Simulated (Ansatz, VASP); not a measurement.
**One calculation of HgTe, two programs**

```xyz
2
Lattice="0.0000 3.2145 3.2145 3.2145 0.0000 3.2145 3.2145 3.2145 0.0000" Properties=species:S:1:pos:R:3 pbc="T T T"
Hg    0.0000    0.0000    0.0000
Te    4.8217    4.8217    4.8217
```

Alike in both runs: task single point; functional PBE; k mesh 4 × 4 × 4; occupations fermi-dirac, width 0.06 eV; no spin polarisation.

|  | VASP | Ansatz |
| --- | --- | --- |
| version | VASP 6.6.1 | Ansatz 0.2.0 |
| potentials or method | VASP PAW PBE potentials, release 64 (Hg, Te), cutoff 500 eV | all-electron LAPW, scalar-relativistic |

|  | VASP | Ansatz | Ansatz less VASP |
| --- | --- | --- | --- |
| gap on the k mesh at the Fermi level (eV) | none | none | - |
| pressure (GPa) | 5.1 | 5.0 | -0.08 |

A gap of «none» marks a metal or a gap that the smearing closes. Ansatz ran all-electron here, and VASP with PAW potentials.

The k mesh is coarse, so the values compare programs but aren't converged. Spin-orbit coupling is off throughout. Noted on Ansatz's run: the k mesh is thin for a metal, which can move the energy by tens of meV per atom.
